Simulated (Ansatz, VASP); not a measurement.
**One calculation of Cu, two programs**

```
Cu
1.0
    -1.44279    1.44279    1.37608
     1.44279   -1.44279    1.37608
     1.44279    1.44279   -1.37608
Cu
1
Direct
  0.00000 0.00000 0.00000
```

Alike in both runs: task single point; functional PBEsol; k mesh 20 × 20 × 20; occupations fermi-dirac, width 0.1 eV; no spin polarisation.

```csv
,VASP,Ansatz
version,VASP 6.6.1,Ansatz 0.2.0
potentials or method,"VASP PAW PBE potentials, release 64 (Cu), cutoff 520 eV","scalar-relativistic, plane waves, PAW"
valence electrons in the cell,11,19
```

VASP gave:

- gap on the k mesh at the Fermi level (eV): none
- pressure (GPa): -0.6
- traceless stress, the component that is largest in VASP (GPa): -0.19

Estimate Ansatz's values.

gap on the k mesh at the Fermi level (eV): none; pressure (GPa): -1.4; traceless stress, the component that is largest in VASP (GPa): -0.19.

VASP's potentials were made for PBE, not for PBEsol. A gap of «none» marks a metal or a gap that the smearing closes. The functional is the same, so the differences come from potentials, cutoffs and numerics. VASP's potentials hold 11 valence electrons a cell and Ansatz's 19, so a difference there can come from the potentials and not from the codes.
